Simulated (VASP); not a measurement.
Ti, 2 atoms in the cell. The structure is hexagonal, space group P6_3/mmc (No. 194). Conventional cell: a = 2.920 Å, b = 2.920 Å, c = 4.686 Å, α = 90.00°, β = 90.00°, γ = 120.00°. Within 3.8 Å of Ti (site symmetry -6m2) lie 12 Ti at 2.89 to 2.92 Å.  This cell differs from its parent crystal: equal xx and yy strain of -1 %.

```yaml
Program: VASP 6.6.1
Task: single point
Functional: PBEsol
Potentials_or_basis: VASP PAW PBE potentials, release 64 (Ti_sv)
Cutoff: 520 eV
k_mesh: 13 × 13 × 7
Occupations: fermi-dirac, width 0.08 eV
Spin: no spin polarisation
Dipole_correction: no
Further_INCAR_settings: ALGO = Normal; EDIFF = 1e-06; NBANDS = 19
```

Potentials or basis: VASP PAW PBE potentials, release 64 (Ti_sv).

Run with:

```sh
$ cat potpaw_PBE.64/Ti_sv/POTCAR > POTCAR
$ mpirun -np 1 vasp_std > vasp.out
```

Hardware: 1 thread of Intel(R) Xeon(R) 6975P-C (Granite Rapids) (shared host).

Question: Estimate the wall time of this run.

Answer: Run time: 16 s on 1 thread of Intel(R) Xeon(R) 6975P-C (Granite Rapids), with other jobs on the host, peak memory 0.18 GiB. Counts: scf iterations 13, k points 84.
